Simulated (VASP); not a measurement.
Input of a VASP 6.6.1 run:

The input POSCAR:

```
PtS2
1.0
    3.5526415803      0.0000000000      0.0000000000
   -1.7763207902      3.0766778591      0.0000000000
    0.0000000000      0.0000000000      5.1227110450
Pt S
1 2
Direct
    0.0000000000      0.0000000000      0.0000000000
    0.3333333333      0.6666666667      0.2392599773
    0.6666666667      0.3333333333      0.7607400227
```

INCAR.step1

```
ALGO     = Normal         # electronic algorithm
EDIFF    = 1E-5           # SCF threshold, eV
ENCUT    = 520            # plane-wave cutoff, eV
GGA      = PE             # functional
ISIF     = 2              # what is computed and relaxed
ISMEAR   = 0              # smearing method
LASPH    = True           # aspherical terms in the spheres
LCHARG   = False          # write CHGCAR
LREAL    = False          # projectors in reciprocal space
LWAVE    = True           # write WAVECAR
NBANDS   = 18             # bands
NELM     = 100            # most SCF steps
PREC     = Accurate       # precision mode
SIGMA    = 0.01           # smearing width, eV
```

INCAR.step2

```
ALGO     = Normal         # electronic algorithm
EDIFF    = 1E-6           # SCF threshold, eV
ENCUT    = 520            # plane-wave cutoff, eV
GGA      = PE             # functional
HFSCREEN = 0.2079         # screening, 1/A
ISIF     = 2              # what is computed and relaxed
ISMEAR   = 0              # smearing method
ISTART   = 1            
LASPH    = True           # aspherical terms in the spheres
LCHARG   = False          # write CHGCAR
LHFCALC  = True           # exact exchange
LREAL    = False          # projectors in reciprocal space
LWAVE    = False          # write WAVECAR
NBANDS   = 18             # bands
NELM     = 100            # most SCF steps
PREC     = Accurate       # precision mode
PRECFOCK = Normal       
SIGMA    = 0.01           # smearing width, eV
```

KPOINTS

```
k-points
0
Gamma
  6 6 2
```

Potentials or basis: VASP PAW PBE potentials, release 64 (Pt, S).

Run with:

```bash
$ cat potpaw_PBE.64/Pt/POTCAR potpaw_PBE.64/S/POTCAR > POTCAR
$ cp INCAR.step1 INCAR
$ mpirun -np 1 vasp_std > vasp.out
$ cp INCAR.step2 INCAR
$ mpirun -np 1 vasp_std > vasp.out
```

(1) Predict the largest force.

(2) What does it give for the band gap on the k mesh?

Answers

(1) 0.399 eV/Å.

(2) 1.42 eV, indirect (least direct gap 2.32 eV).

Caveat: the k points lie up to 0.61 Å⁻¹ apart; the PAW data sets were made with another functional, which shifts forces and pressure a little; spin-orbit coupling is left out, which moves the levels of the heavy elements.
